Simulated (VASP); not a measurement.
A run of VASP 6.6.1:

Contents of INCAR:

```
  ALGO = Normal
  EDIFF = 1E-7
  ENCUT = 520
  GGA = PS
  ISIF = 2
  ISMEAR = 0
  LASPH = True
  LCHARG = False
  LREAL = False
  LWAVE = False
  NBANDS = 19
  NELM = 80
  PREC = Accurate
  SIGMA = 0.1
```

Contents of KPOINTS:

```
k-points
0
Gamma
  18 18 10
```

Contents of POSCAR:

```
Zn
1.0
    2.5894641455      0.0000000000      0.0000000000
   -1.2947320727      2.2425417322      0.0000000000
    0.0000000000      0.0000000000      4.9140459337
Zn
2
Direct
    0.3333333333      0.6666666667      0.2500000000
    0.6666666667      0.3333333333      0.7500000000
```

Potentials or basis: VASP PAW PBE potentials, release 64 (Zn).

Run with:

```console
$ cat potpaw_PBE.64/Zn/POTCAR > POTCAR
$ mpirun -np 1 vasp_std > vasp.out
```

Hardware: 1 thread of Intel(R) Xeon(R) Platinum 8488C (Sapphire Rapids), with other jobs on the host.

How long does it take, and how much memory?

Run time: 84 s on 1 thread of Intel(R) Xeon(R) Platinum 8488C (Sapphire Rapids) (shared host), peak memory 0.21 GiB. Counts: scf iterations 13, k points 222.
